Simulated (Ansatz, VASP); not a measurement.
This is a calculation of Re for Ansatz 0.2.0.

input.yaml

```yaml
crystal:
  lattice:
    - [0.0, 1.975, 1.975]
    - [1.975, 0.0, 1.975]
    - [1.975, 1.975, 0.0]
  atoms:
    - { symbol: Re, position: [0.0, 0.0, 0.0] }
hamiltonian:
  xc: revpbe
  pseudopotentials: { kind: paw }
kpoints:
  mp_grid: { grid: [12, 12, 12] }
scf:
  occupations: { method: fermi_dirac, width: 0.05 }
output:
  forces: true
  stress: true
  eigenvalues: true
relax:
  f_tol: 0.01
  max_steps: 40
  cell: { stress_tol: 0.05 }
```

Potentials or basis: Ansatz PAW.

Run with:

```sh
$ ansatz run input.yaml --threads 2 --pin off --max-ram 5632MiB --backend cpu --events-out ev --progress --plain --runs-dir out
```

Task: Set up the same calculation for VASP 6.6.1. Potentials there: VASP PAW PBE potentials, release 64 (Re).

Result: As run (the cutoff follows the program's own potentials):

File INCAR:

```
SYSTEM = Re
ALGO = Fast
EDIFF = 1E-7
EDIFFG = -0.01
ENCUT = 600
GGA = RE
IBRION = 2
ISIF = 3
ISMEAR = -1
LASPH = .TRUE.
LCHARG = .FALSE.
LREAL = .FALSE.
LWAVE = .FALSE.
NELM = 100
NSW = 60
PREC = Accurate
SIGMA = 0.05
```

File KPOINTS:

```
k-points
0
G
  12 12 12
  0 0 0
```

The input POSCAR:

```
Re
1.0
    0.0000000000      1.9750000000      1.9750000000
    1.9750000000      0.0000000000      1.9750000000
    1.9750000000      1.9750000000      0.0000000000
Re
1
Direct
    0.0000000000      0.0000000000      0.0000000000
```

Potentials or basis: VASP PAW PBE potentials, release 64 (Re).

Run with:

```sh
$ cat potpaw_PBE.64/Re/POTCAR > POTCAR
$ mpirun -np 1 vasp_std > vasp.out
```

Both were run:

|  | VASP | Ansatz | Ansatz less VASP |
| --- | --- | --- | --- |
| gap on the k mesh at the Fermi level, each at its own relaxed structure (eV) | none | none | - |
| relaxed volume (Å³/atom) | 15.10 | 15.12 | +0.022 |
| relaxed cell length with the largest relative difference (Å) | 2.774 | 2.776 | +0.0014 |

VASP's potentials were made for PBE, not for revPBE. A gap of «none» marks a metal or a gap that the smearing closes. VASP's potentials hold 7 valence electrons a cell and Ansatz's 15, so a difference there can come from the potentials and not from the codes.

Neither program's run includes spin-orbit coupling. Noted on Ansatz's run: the plane-wave basis is chosen anew once the cell has moved, so the energies of steps on either side of that aren't comparable.
